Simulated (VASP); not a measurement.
# TiTe2 in VASP: notebook, part 2 of 3

VASP 6.6.1. The steps go on from the part before.

## Step 3: Single point, PBE (volume scaled by 1.070)

INCAR

```
SYSTEM = TiTe2
PREC     = Accurate       ! precision mode
ENCUT    = 520            ! plane-wave cutoff, eV
EDIFF    = 1E-6           ! SCF threshold, eV
ISMEAR   = 0              ! smearing method
SIGMA    = 0.05           ! smearing width, eV
LREAL    = .False.        ! projectors in reciprocal space
LASPH    = .True.         ! aspherical terms in the spheres
NELM     = 100            ! most SCF steps
ALGO     = Normal         ! electronic algorithm
ISIF     = 2              ! what is computed and relaxed
LWAVE    = .False.        ! write WAVECAR
LCHARG   = .False.        ! write CHGCAR
GGA      = PE             ! functional
NBANDS   = 19             ! bands
```

KPOINTS

```
regular mesh
0
Gamma
  10 10 10
  0 0 0
```

POSCAR

```
TiTe2
1.0
    0.0000000000      3.5213877185      3.5213877185
    3.5213877185      0.0000000000      3.5213877185
    3.5213877185      3.5213877185      0.0000000000
Ti Te
1 2
Direct
    0.0000000000      0.0000000000      0.0000000000
    0.2500000000      0.2500000000      0.2500000000
    0.7500000000      0.7500000000      0.7500000000
```

Potentials or basis: VASP PAW PBE potentials, release 64 (Ti_sv, Te).

Started as:

```bash
> cat potpaw_PBE.64/Ti_sv/POTCAR potpaw_PBE.64/Te/POTCAR > POTCAR
> mpirun -np 1 vasp_std > vasp.out
```

Run time: 4.5 min. Hardware: 1 thread of AMD EPYC 7R13, shared host; peak memory 0.25 GiB.

Results (log left out):

| Item | Value |
| --- | --- |
| Free energy | -14.9781 eV |
| Pressure | -3.6 GPa |
| Band gap on the k mesh | zero (band 12 reaches 6.66 eV, above the bottom of band 13 at 6.42 eV) |

Levels at points of the mesh, in eV from the Fermi level:
```
           k point  band 10  band 11  band 12  band 13  band 14  band 15
(0.00, 0.00, 0.00)    -0.29    -0.29    -0.29    -0.12    -0.12     1.85
(0.50, 0.00, 0.00)    -2.49    -2.49    -2.36     0.03     0.03     0.69
(0.50, 0.50, 0.00)    -1.12    -1.12    -0.36     0.22     0.70     1.52
```

Caveat: spin-orbit coupling is left out, which moves the levels of the heavy elements.

## Step 4: Single point, PBE (volume scaled by 1.100)

INCAR

```
  ALGO = Normal
  EDIFF = 1E-7
  ENCUT = 520
  GGA = PE
  ISIF = 2
  ISMEAR = 0
  LASPH = T
  LCHARG = T
  LELF = T
  LREAL = F
  LVHAR = T
  LWAVE = F
  NBANDS = 19
  NELM = 60
  PREC = Accurate
  SIGMA = 0.05
```

KPOINTS

```
k-points
0
Gamma
  10 10 10
```

POSCAR

```
TiTe2
1.0
    0.0000000000      3.5539950156      3.5539950156
    3.5539950156      0.0000000000      3.5539950156
    3.5539950156      3.5539950156      0.0000000000
Ti Te
1 2
Direct
    0.0000000000      0.0000000000      0.0000000000
    0.2500000000      0.2500000000      0.2500000000
    0.7500000000      0.7500000000      0.7500000000
```

Potentials or basis: VASP PAW PBE potentials, release 64 (Ti_sv, Te).

Started as:

```bash
> cat potpaw_PBE.64/Ti_sv/POTCAR potpaw_PBE.64/Te/POTCAR > POTCAR
> mpirun -np 1 vasp_std > vasp.out
```

OUTCAR:

```text
EDIFF = 1E-7
   ENCUT = 520
   GGA = PE
   ISIF = 2
   ISMEAR = 0
   LASPH = T
   LREAL = F
   NELM = 60
   PREC = Accurate

 ion  position               nearest neighbor table
   1  0.000  0.000  0.000-   3 3.08   3 3.08   3 3.08   2 3.08   3 3.08   2 3.08   2 3.08   2 3.08

   2  0.250  0.250  0.250-   1 3.08   1 3.08   1 3.08   1 3.08   3 3.55   3 3.55   3 3.55   3 3.55
                             3 3.55   3 3.55
   3  0.750  0.750  0.750-   1 3.08   1 3.08   1 3.08   1 3.08   2 3.55   2 3.55   2 3.55   2 3.55
                             2 3.55   2 3.55

  LATTYP: Found a face centered cubic cell.
 ALAT       =     7.1079900312

  Lattice vectors:

 A1 = (   0.0000000000,   3.5539950156,   3.5539950156)
 A2 = (   3.5539950156,   0.0000000000,   3.5539950156)
 A3 = (   3.5539950156,   3.5539950156,   0.0000000000)

Analysis of symmetry for initial positions (statically):
=====================================================================
 Subroutine PRICEL returns:
 Original cell was already a primitive cell.

 Routine SETGRP: Setting up the symmetry group for a
[... 164 lines left out ...]
  ---------------------------------------------------
  ext. energy  EPLUGINS =         0.00000000
  ---------------------------------------------------
  free energy    TOTEN  =       -14.91446117 eV

  energy without entropy =      -14.90557162  energy(sigma->0) =      -14.91001640

 E-fermi :   6.2219     XC(G=0):  -9.3275

 val. band max:        6.2137233209   @ k =  -0.2000   0.2000   0.0000
 cond. band min:       6.2255435031   @ k =   0.2000   0.2000   0.0000
 fundamental gap:      0.0118201823
 Fermi energy:         6.2218714069

 k-point     1 :       0.0000    0.0000    0.0000
  band No.  band energies     occupation
      1     -51.7918      2.00000
      2     -28.0241      2.00000
      3     -28.0241      2.00000
      4     -28.0241      2.00000
      5      -6.3573      2.00000
      6      -3.2492      2.00000
[... 505 lines left out ...]
      6      -4.2235      2.00000
[... 11 lines left out ...]
     18       9.0445      0.00000
     19      11.7353      0.00000

 [... further k-points ...]
[... 5 lines left out ...]
  --------------------------------------------------------------------------------------
  -------------------------------------------------------------------------------------
  Total       -2.6535095     -2.6535095     -2.6535095     -0.0000000     -0.0000000      0.0000000
  in kB      -47.3533591    -47.3533591    -47.3533591     -0.0000000     -0.0000000      0.0000000
  external PRESSURE =     -47.3533591 kB  Pullay stress =       0.0000000 kB

 VOLUME and BASIS-vectors are now :
 -----------------------------------------------------------------------------
  energy-cutoff  :      520.00
  volume of cell :       89.78
      direct lattice vectors                 reciprocal lattice vectors
     0.000000000  3.553995016  3.553995016    -0.140686748  0.140686748  0.140686748
     3.553995016  0.000000000  3.553995016     0.140686748 -0.140686748  0.140686748
     3.553995016  3.553995016  0.000000000     0.140686748  0.140686748 -0.140686748

 POSITION                                       TOTAL-FORCE (eV/Angst)
 -----------------------------------------------------------------------------------
      0.00000      0.00000      0.00000        -0.000000     -0.000000      0.000000
      1.77700      1.77700      1.77700        -0.000000     -0.000000     -0.000000
      5.33099      5.33099      5.33099         0.000000      0.000000      0.000000
 -----------------------------------------------------------------------------------
    total drift:                               -0.000000      0.000000      0.000000

  FREE ENERGIE OF THE ION-ELECTRON SYSTEM (eV)
  ---------------------------------------------------
  free  energy   TOTEN  =       -14.9144611724 eV

  energy  without entropy=      -14.9055716230  energy(sigma->0) =      -14.91001640
```

OSZICAR:

```text
N       E                     dE             d eps       ncg     rms          rms(c)
DAV:   1     0.173463286947E+03    0.17346E+03   -0.10652E+04  1786   0.115E+03
DAV:   2    -0.976274208438E+00   -0.17444E+03   -0.17005E+03  1870   0.288E+02
DAV:   3    -0.173747644835E+02   -0.16398E+02   -0.15928E+02  2878   0.815E+01
[... 11 lines left out ...]
DAV:  15    -0.149144697763E+02   -0.61127E-05   -0.21741E-05  2041   0.264E-02    0.654E-02
DAV:  16    -0.149144608285E+02    0.89479E-05   -0.60538E-05  2173   0.449E-02    0.415E-03
DAV:  17    -0.149144609219E+02   -0.93432E-07   -0.20338E-06  2055   0.107E-02    0.343E-03
DAV:  18    -0.149144611824E+02   -0.26047E-06   -0.35254E-07  1654   0.320E-03    0.408E-03
DAV:  19    -0.149144611724E+02    0.10019E-07   -0.75964E-08  1208   0.171E-03
   1 F= -.14914461E+02 E0= -.14910016E+02  d E =-.888955E-02
```

stdout:

```text
POSCAR found type information on POSCAR TiTe
 POSCAR found :  2 types and       3 ions
 scaLAPACK will be used
 LDA part: xc-table for (Slater+PW92), standard interpolation
 POSCAR, INCAR and KPOINTS ok, starting setup
 FFT: planning ... GRIDC
 FFT: planning ... GRID_SOFT
 FFT: planning ... GRID
 WAVECAR not read
 entering main loop
```

Wall time 4.9 min (1 thread of AMD EPYC 7R13, shared host); peak memory 0.25 GiB.

Results:

- Free energy: -14.9145 eV
- Pressure: -4.7 GPa
- Band gap on the k mesh: zero (band 12 reaches 6.34 eV, above the bottom of band 13 at 6.12 eV)

Levels at points of the mesh, in eV from the Fermi level:
| k point | band 9 | band 10 | band 11 | band 12 | band 13 | band 14 | band 15 | band 16 |
| --- | --- | --- | --- | --- | --- | --- | --- | --- |
| (0.00, 0.00, 0.00) | -3.83 | -0.30 | -0.30 | -0.30 | -0.10 | -0.10 | 1.76 | 1.76 |
| (0.50, 0.00, 0.00) | -3.06 | -2.42 | -2.42 | -2.31 | 0.03 | 0.03 | 0.63 | 1.80 |
| (0.50, 0.50, 0.00) | -4.15 | -1.09 | -1.09 | -0.32 | 0.21 | 0.64 | 1.44 | 2.27 |

Caveat: spin-orbit coupling is left out, which moves the levels of the heavy elements.

## Step 5: Single point, PBE (atom 3 (Te) moved 0.08 Å along y)

INCAR

```
SYSTEM = TiTe2
PREC     = Accurate       ! precision mode
ENCUT    = 520            ! plane-wave cutoff, eV
EDIFF    = 1E-6           ! SCF threshold, eV
ISMEAR   = 0              ! smearing method
SIGMA    = 0.05           ! smearing width, eV
LREAL    = .False.        ! projectors in reciprocal space
LASPH    = .True.         ! aspherical terms in the spheres
NELM     = 60             ! most SCF steps
ALGO     = Normal         ! electronic algorithm
ISIF     = 2              ! what is computed and relaxed
LWAVE    = .False.        ! write WAVECAR
LCHARG   = .True.         ! write CHGCAR
GGA      = PE             ! functional
LELF     = .True.         ! ELF
LVHAR    = .True.       
NBANDS   = 19             ! bands
```

KPOINTS

```
Automatic mesh
0
Gamma
  10 10 10
  0 0 0
```

POSCAR

```
TiTe2
1.0
    0.0000000000      3.4428591255      3.4428591255
    3.4428591255      0.0000000000      3.4428591255
    3.4428591255      3.4428591255      0.0000000000
Ti Te
1 2
Direct
    0.0000000000      0.0000000000      0.0000000000
    0.2500000000      0.2500000000      0.2500000000
    0.7616182506      0.7383817494      0.7616182506
```

Started as:

```bash
> cat potpaw_PBE.64/Ti_sv/POTCAR potpaw_PBE.64/Te/POTCAR > POTCAR
> mpirun -np 1 vasp_std > vasp.out
```

Wall time 12 min (1 thread of AMD EPYC 7R13, shared host); peak memory 0.37 GiB.

It converged, with:

```
Free energy            : -15.0355 eV
Pressure               : 0.0 GPa
Largest force          : 0.283 eV/Å
Band gap on the k mesh : zero (band 12 reaches 7.47 eV, above the bottom of band 13 at 7.18 eV)
```

Forces on the atoms (eV/Å):
```
Ti   0.000  0.116  0.000
Te   0.000  0.167  0.000
Te   0.000 -0.283  0.000
```

Stress tensor (GPa, compression positive):
```
0.01 0.00 0.62
0.00 0.11 0.00
0.62 0.00 0.01
```

Levels at points of the mesh, in eV from the Fermi level:
```tsv
k point	band 10	band 11	band 12	band 13	band 14	band 15
(0.00, 0.00, 0.00)	-0.34	-0.32	-0.21	-0.16	-0.07	2.04
(0.50, 0.00, 0.00)	-2.73	-2.57	-2.43	0.02	0.04	0.85
(0.00, 0.50, 0.00)	-2.86	-2.59	-2.38	0.01	0.03	0.89
(0.50, 0.50, 0.00)	-1.20	-1.16	-0.43	0.24	0.88	1.75
(0.50, 0.00, 0.50)	-1.24	-1.09	-0.45	0.24	0.87	1.78
```

Caveat: the cell differs from its parent crystal (atom 3 (Te) moved 0.08 Å along y); spin-orbit coupling is left out, which moves the levels of the heavy elements.

(Part 2 of 3 ends here.)
